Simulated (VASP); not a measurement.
# C (a cell with a defect) in VASP: single point with PBE

Aim: the single point of C (a cell with a defect) with PBE.

All numbers are computed with VASP 6.6.1; they aren't measurements. Logs are shortened: lines on timing, memory, paths and dates and some standing lists are left out, and cuts for length are marked.

### Step 1. The cell of the first run

The cell holds a defect, 35 atoms: a = 7.410 Å, b = 7.410 Å, c = 6.790 Å, α = 90.00°, β = 90.00°, γ = 120.00°.

### Step 2. Single point, PBE, collinear spin (atoms taken out, then relaxed in part)

Input file INCAR:

```
SYSTEM = C
  PREC = Accurate
  ENCUT = 520
  EDIFF = 1E-6
  ISMEAR = -1
  SIGMA = 0.01
  LREAL = Auto
  LASPH = .True.
  NELM = 150
  ALGO = Normal
  ISIF = 2
  LWAVE = .False.
  LCHARG = .True.
  ISPIN = 2
  MAGMOM = 0 0 0 0 0 0 0 0 0 0 0 0 0 0 0 0 0 0.5 0 0.5 0 0 0 0 0 0.5 0 0 0 0 0 0 0 0 0
  LORBIT = 11
  GGA = PE
  LELF = .True.
  LVHAR = .True.
  NBANDS = 97
```

Input file KPOINTS:

```
regular mesh
0
Gamma
  3 3 3
  0 0 0
```

Input file POSCAR:

```
C
1.0
    7.4099999999      0.0000000000      0.0000000000
   -3.7050000000      6.4172482420      0.0000000000
    0.0000000000      0.0000000000      6.7900000000
C
35
Direct
   -0.0009336176      0.3307413280      0.0025968356
   -0.0009336176      0.6683250544      0.0025968356
    0.3316749456      0.0009336176      0.0025968356
    0.3316749456      0.3307413280      0.0025968356
    0.3333333333      0.6666666667      0.0025664989
    0.6692586720      0.0009336176      0.0025968356
    0.6666666667      0.3333333333      0.0025800102
    0.6692586720      0.6683250544      0.0025968356
    0.0000000000      0.0000000000      0.5025649634
   -0.0000634803      0.3332415299      0.5025615730
   -0.0000634803      0.6666949899      0.5025615730
    0.3333050101      0.0000634803      0.5025615730
    0.3333050101      0.3332415299      0.5025615730
    0.3333333333      0.6666666667      0.5025496791
    0.6667584701      0.0000634803      0.5025615730
    0.6666666667      0.3333333333      0.5025385060
    0.6667584701      0.6666949899      0.5025615730
    0.1149478139      0.2298956278      0.0026054960
    0.1118627514      0.5559313757      0.0025712058
    0.1149478139      0.8850521861      0.0026054960
    0.4457026459      0.2228513229      0.0025851012
    0.4440686243      0.5559313757      0.0025712058
    0.4440686243      0.8881372486      0.0025712058
    0.7771486771      0.2228513229      0.0025851012
    0.7771486771      0.5542973541      0.0025851012
    0.7701043722      0.8850521861      0.0026054960
    0.2222168829      0.1111084414      0.5025591939
    0.2221658018      0.4443316036      0.5025474191
    0.2221658018      0.7778341982      0.5025474191
    0.5555449167      0.1110898334      0.5025482142
    0.5555449167      0.4444550833      0.5025482142
    0.5556683964      0.7778341982      0.5025474191
    0.8888915586      0.1111084414      0.5025591939
    0.8889101666      0.4444550833      0.5025482142
    0.8888915586      0.7777831171      0.5025591939
```

Potentials or basis: VASP PAW PBE potentials, release 64 (C).

Started as:

```sh
cat potpaw_PBE.64/C/POTCAR > POTCAR
mpirun -np 1 vasp_std > vasp.out
```

OUTCAR:

```text
SYSTEM = C
   PREC = Accurate
   ENCUT = 520
   EDIFF = 1E-6
   ISMEAR = -1
   LREAL = Auto
   LASPH = .True.
   NELM = 150
   ISIF = 2
   ISPIN = 2
   LORBIT = 11
   GGA = PE

 ion  position               nearest neighbor table
   1  0.999  0.331  0.003-  18 1.39  24 1.42  19 1.45
   2  0.999  0.668  0.003-  20 1.39  25 1.42  19 1.45
   3  0.332  0.001  0.003-  20 1.39  21 1.42  23 1.45
   4  0.332  0.331  0.003-  18 1.39  21 1.42  22 1.45
   5  0.333  0.667  0.003-  19 1.42  23 1.42  22 1.42
   6  0.669  0.001  0.003-  26 1.39  24 1.42  23 1.45
[... 9 lines left out ...]
  16  0.667  0.333  0.503-  34 1.43  30 1.43  31 1.43
  17  0.667  0.667  0.503-  35 1.43  32 1.43  31 1.43
[... 4 lines left out ...]
  22  0.444  0.556  0.003-   5 1.42   8 1.45   4 1.45
  23  0.444  0.888  0.003-   5 1.42   6 1.45   3 1.45
  24  0.777  0.223  0.003-   7 1.42   1 1.42   6 1.42
  25  0.777  0.554  0.003-   7 1.42   2 1.42   8 1.42
  26  0.770  0.885  0.003-   6 1.39   8 1.39
  27  0.222  0.111  0.503-  12 1.43  13 1.43   9 1.43
  28  0.222  0.444  0.503-  13 1.43  10 1.43  14 1.43
  29  0.222  0.778  0.503-  11 1.43  12 1.43  14 1.43
  30  0.556  0.111  0.503-  15 1.43  12 1.43  16 1.43
  31  0.556  0.444  0.503-  13 1.43  17 1.43  16 1.43
  32  0.556  0.778  0.503-  17 1.43  15 1.43  14 1.43
  33  0.889  0.111  0.503-  15 1.43  10 1.43   9 1.43
  34  0.889  0.444  0.503-  10 1.43  11 1.43  16 1.43
  35  0.889  0.778  0.503-  11 1.43  17 1.43   9 1.43

  LATTYP: Found a hexagonal cell.
 ALAT       =     7.4099999999
 C/A-ratio  =     0.9163292848

  Lattice vectors:

 A1 = (   7.4099999999,   0.0000000000,   0.0000000000)
 A2 = (  -3.7050000000,   6.4172482420,   0.0000000000)
 A3 = (   0.0000000000,   0.0000000000,   6.7900000000)

Analysis of symmetry for initial positions (statically):
=====================================================================
 Subroutine PRICEL returns:
 Original cell was already a primitive cell.

 Routine SETGRP: Setting up the symmetry group for a
 hexagonal supercell.

 Subroutine GETGRP returns: Found  6 space group operations
 (whereof  6 operations were pure point group operations)
 out of a pool of 24 trial point group operations.

The static configuration has the point symmetry C_3v.

Analysis of symmetry for dynamics (positions and initial velocities):
=====================================================================
 Subroutine PRICEL returns:
 Original cell was already a primitive cell.

 Routine SETGRP: Setting up the symmetry group for a
 hexagonal supercell.

 Subroutine GETGRP returns: Found  6 space group operations
 (whereof  6 operations were pure point group operations)
 out of a pool of 24 trial point group operations.

The dynamic configuration has the point symmetry C_3v.

Analysis of structural, dynamic, and magnetic symmetry:
=====================================================================
 Subroutine PRICEL returns:
 Original cell was already a primitive cell.

 Routine SETGRP: Setting up the symmetry group for a
 hexagonal supercell.

 Subroutine GETGRP returns: Found  6 space group operations
 (whereof  6 operations were pure point group operations)
 out of a pool of 24 trial point group operations.

The overall configuration has the point symmetry C_3v.

 Subroutine INISYM returns: Found  6 space group operations
 (whereof  6 operations are pure point group operations),
 and found     1 'primitive' translations

----------------------------------------------------------------------------------------

                                     Primitive cell

  volume of cell :     322.8768

  direct lattice vectors                    reciprocal lattice vectors
     7.410000000  0.000000000  0.000000000     0.134952767  0.077915016  0.000000000
    -3.705000000  6.417248242  0.000000000     0.000000000  0.155830032  0.000000000
     0.000000000  0.000000000  6.790000000     0.000000000  0.000000000  0.147275405

  length of vectors
     7.410000000  7.410000000  6.790000000     0.155830032  0.155830032  0.147275405

  position of ions in fractional coordinates (direct lattice)
     0.999066382  0.330741328  0.002596836
     0.999066382  0.668325054  0.002596836
[... 88 lines left out ...]
     0.051943344  0.051943344  0.049091802

  Shift w.r.t. Gamma in fractional coordinates (k-lattice)
     0.000000000  0.000000000  0.000000000

 Subroutine IBZKPT returns following result:
 ===========================================

 Found      7 irreducible k-points:

 Following reciprocal coordinates:
            Coordinates               Weight
  0.000000  0.000000  0.000000      1.000000
  0.333333  0.000000  0.000000      6.000000
  0.333333  0.333333  0.000000      2.000000
  0.000000  0.000000  0.333333      2.000000
  0.333333  0.000000  0.333333      6.000000
  0.000000  0.333333  0.333333      6.000000
  0.333333  0.333333  0.333333      4.000000
   k-points           NKPTS =      7   k-points in BZ     NKDIM =      7   number of bands    NBANDS=     97
   number of dos      NEDOS =    301   number of ions     NIONS =     35
   total plane-waves  NPLWV = 156800
   dimension x,y,z NGX =    56 NGY =   56 NGZ =   50
   dimension x,y,z NGXF=   112 NGYF=  112 NGZF=  100
   ions per type =              35
   NGX,Y,Z   is equivalent  to a cutoff of  12.56, 12.56, 12.24 a.u.
   NGXF,Y,Z  is equivalent  to a cutoff of  25.13, 25.13, 24.48 a.u.
 SYSTEM =  C
   PREC   = accura    normal or accurate (medium, high low for compatibility)
   ISTART =      0    job   : 0-new  1-cont  2-samecut
   ICHARG =      2    charge: 1-file 2-atom 10-const
   ISPIN  =      2    spin polarized calculation?
   LNONCOLLINEAR =      F non collinear calculations
   LSORBIT =      F    spin-orbit coupling
   LASPH  =      T    aspherical Exc in radial PAW
   ENCUT  =  520.0 eV  38.22 Ry    6.18 a.u.  13.78 13.78 12.62*2*pi/ulx,y,z
   NELM   =    150;   NELMIN=  2; NELMDL= -5     # of ELM steps
   EDIFF  = 0.1E-05   stopping-criterion for ELM
   LREAL  =      T    real-space projection
   EDIFFG = 0.1E-04   stopping-criterion for IOM
   NSW    =      0    number of steps for IOM
[... 5 lines left out ...]
   TEBEG  =    0.0;   TEEND  =   0.0 temperature during run
   PSTRESS=    0.0 pullay stress
   NELECT =     140.0000    total number of electrons
   NUPDOWN=      -1.0000    fix difference up-down
   EMIN   =  10.00;   EMAX   =-10.00  energy-range for DOS
   EFERMI =   0.00;   METHOD = LEGACY
   ISMEAR =    -1;   SIGMA  =   0.01  broadening in eV -4-tet -1-fermi 0-gaus
   EFERMI_NEDOS =   21; number of points for ismear=-14 and -15
   IALGO  =     38    algorithm
   IMIX   =      4    mixing-type and parameters
     AMIX     =   0.40;   BMIX     =  1.00
     AMIX_MAG =   1.60;   BMIX_MAG =  1.00
  volume/ion in A,a.u.               =       9.23        62.25
  Fermi-wavevector in a.u.,A,eV,Ry     =   1.239097  2.341553 20.889853  1.535361
  Thomas-Fermi vector in A             =   2.373594
   LORBIT       =     11    0 simple, 1 ext, 2 COOP (PROOUT), +10 PAW based schemes
   GGA     = PE    functional components
   LHFCALC =     F    Hartree Fock is set to
   AEXX    =    0.0000 exact exchange contribution
   IVDW    =     0    specifies the selected vdW correction
   LEPSILON=     F    determine dielectric tensor
   LRPA    =     F    only Hartree local field effects (RPA)
 spin polarized calculation
  energy-cutoff  :      520.00
  volume of cell :      322.88
 maximum number of plane-waves:      8719
 NGX is ok and might be reduce to    56
   NGX = 27   NGY = 27   NGZ = 25

 number of electron     140.0000007 magnetization      -0.0886590

 number of electron     140.0000007 magnetization       0.0797738

 Free energy of the ion-electron system (eV)
  ---------------------------------------------------
  ext. energy  EPLUGINS =         0.00000000
  ---------------------------------------------------
  free energy    TOTEN  =      -314.48810911 eV

  energy without entropy =     -314.48319512  energy(sigma->0) =     -314.48565211

 E-fermi :   4.1851     XC(G=0): -10.1278

 val. band max:        4.1702580944   @ k =   0.0000   0.0000   0.0000
 cond. band min:       4.1927919642   @ k =   0.0000   0.0000   0.0000
 fundamental gap:      0.0225338698
 Fermi energy:         4.1850806060

 spin component 1

 k-point     1 :       0.0000    0.0000    0.0000
  band No.  band energies     occupation
      1     -15.3099      1.00000
      2     -14.9290      1.00000
      3     -12.7971      1.00000
      4     -12.7971      1.00000
      5     -12.7845      1.00000
      6     -12.7210      1.00000
[... 584 lines left out ...]
     81       8.1488      0.00000
     82       8.3845      0.00000
 Fermi energy:         4.1850806060

 spin component 2

 k-point     1 :       0.0000    0.0000    0.0000
  band No.  band energies     occupation
      1     -15.3091      1.00000
      2     -14.9257      1.00000
      3     -12.7943      1.00000
      4     -12.7943      1.00000
      5     -12.7839      1.00000
      6     -12.7201      1.00000
[... 584 lines left out ...]
     81       8.1497      0.00000
     82       8.3854      0.00000
 [bands above 82 left out]

------------------------ aborting loop because EDIFF is reached ----------------------------------------

  FORCE on cell =-STRESS in cart. coord.  units (eV):
  Direction    XX          YY          ZZ          XY          YZ          ZX
  --------------------------------------------------------------------------------------
  -------------------------------------------------------------------------------------
  Total       -6.1649026     -6.1649026      5.6222325      0.0000000      0.0000000      0.0000000
  in kB      -30.5914444    -30.5914444     27.8986099      0.0000000      0.0000000      0.0000000
  external PRESSURE =     -11.0947596 kB  Pullay stress =       0.0000000 kB

 VOLUME and BASIS-vectors are now :
 -----------------------------------------------------------------------------
  energy-cutoff  :      520.00
  volume of cell :      322.88
      direct lattice vectors                 reciprocal lattice vectors
     7.410000000  0.000000000  0.000000000     0.134952767  0.077915016  0.000000000
    -3.705000000  6.417248242  0.000000000     0.000000000  0.155830032  0.000000000
     0.000000000  0.000000000  6.790000000     0.000000000  0.000000000  0.147275405

 POSITION                                       TOTAL-FORCE (eV/Angst)
 -----------------------------------------------------------------------------------
      6.17769      2.12245      0.01763        -0.248682     -0.377564     -0.000489
      4.92694      4.28881      0.01763        -0.451321     -0.026583     -0.000489
      2.45425      0.00599      0.01763        -0.202639      0.404147     -0.000489
      1.23231      2.12245      0.01763         0.248682     -0.377564     -0.000489
     -0.00000      4.27817      0.01743        -0.000000     -0.000000     -0.004425
      4.95575      0.00599      0.01763         0.202639      0.404147     -0.000489
[... 27 lines left out ...]
      4.94012      2.85218      3.41230        -0.009252     -0.005342      0.007534
      3.70500      4.99123      3.41238         0.000000     -0.000164     -0.003321
 -----------------------------------------------------------------------------------
    total drift:                               -0.000005      0.000003      0.013444

  FREE ENERGIE OF THE ION-ELECTRON SYSTEM (eV)
  ---------------------------------------------------
  free  energy   TOTEN  =      -314.4881091080 eV

  energy  without entropy=     -314.4831951154  energy(sigma->0) =     -314.48565211

 total charge

# of ion       s       p       d       tot
------------------------------------------
    1        0.864   1.775   0.000   2.638
    2        0.864   1.775   0.000   2.638
    3        0.864   1.775   0.000   2.638
    4        0.864   1.775   0.000   2.638
    5        0.863   1.792   0.000   2.655
    6        0.864   1.775   0.000   2.638
[... 27 lines left out ...]
   34        0.862   1.779   0.000   2.642
   35        0.862   1.779   0.000   2.642
--------------------------------------------------
tot         30.224  61.693   0.000  91.917

 magnetization (x)

# of ion       s       p       d       tot
------------------------------------------
    1        0.000  -0.000   0.000  -0.000
    2        0.000  -0.000   0.000  -0.000
    3        0.000  -0.000   0.000  -0.000
    4        0.000  -0.000   0.000  -0.000
    5       -0.000  -0.001   0.000  -0.001
    6        0.000  -0.000   0.000  -0.000
[... 27 lines left out ...]
   34       -0.000   0.000   0.000   0.000
   35       -0.000   0.000   0.000   0.000
--------------------------------------------------
tot          0.012   0.040   0.000   0.052
```

Wall time 25 min (1 thread of Oxide Virtual Turin-like, shared host); peak memory 0.62 GiB.

What came out:

| Quantity | Value |
| --- | --- |
| Free energy | -314.4881 eV |
| Pressure | -1.1 GPa |
| Largest force | 0.452 eV/Å |
| Net moment | 0.08 μB per cell |
| Valence electrons inside the program's atomic spheres | C 2.64, 2.65, 2.47, 2.61, 2.66 (each value once) |

Forces in eV/Å, atoms in the order of the input:
```
C   -0.249 -0.378  0.000
C   -0.451 -0.027  0.000
C   -0.203  0.404  0.000
C    0.249 -0.378  0.000
C    0.000  0.000 -0.004
C    0.203  0.404  0.000
C    0.000  0.000 -0.003
C    0.451 -0.027  0.000
C    0.000  0.000  0.012
C    0.001  0.003 -0.005
C    0.003  0.000 -0.005
C    0.002 -0.003 -0.005
C   -0.001  0.003 -0.005
C    0.000  0.000 -0.004
C   -0.002 -0.003 -0.005
C    0.000  0.000 -0.004
C   -0.003  0.000 -0.005
C    0.000  0.152  0.000
C    0.162  0.094  0.005
C    0.132 -0.076  0.000
C    0.080  0.046  0.001
C   -0.162  0.094  0.005
C    0.000 -0.187  0.005
C   -0.080  0.046  0.001
C    0.000 -0.092  0.001
C   -0.132 -0.076  0.000
C    0.000  0.000 -0.003
C    0.000  0.007  0.002
C    0.006 -0.003  0.002
C    0.000  0.011  0.008
C    0.009 -0.005  0.008
C   -0.006 -0.003  0.002
C    0.000  0.000 -0.003
C   -0.009 -0.005  0.008
C    0.000  0.000 -0.003
```

Stress tensor (GPa, compression positive):
```
-3.06  0.00  0.00
 0.00 -3.06  0.00
 0.00  0.00  2.79
```

Caveat: the cell differs from its parent crystal (atoms taken out, then relaxed in part).
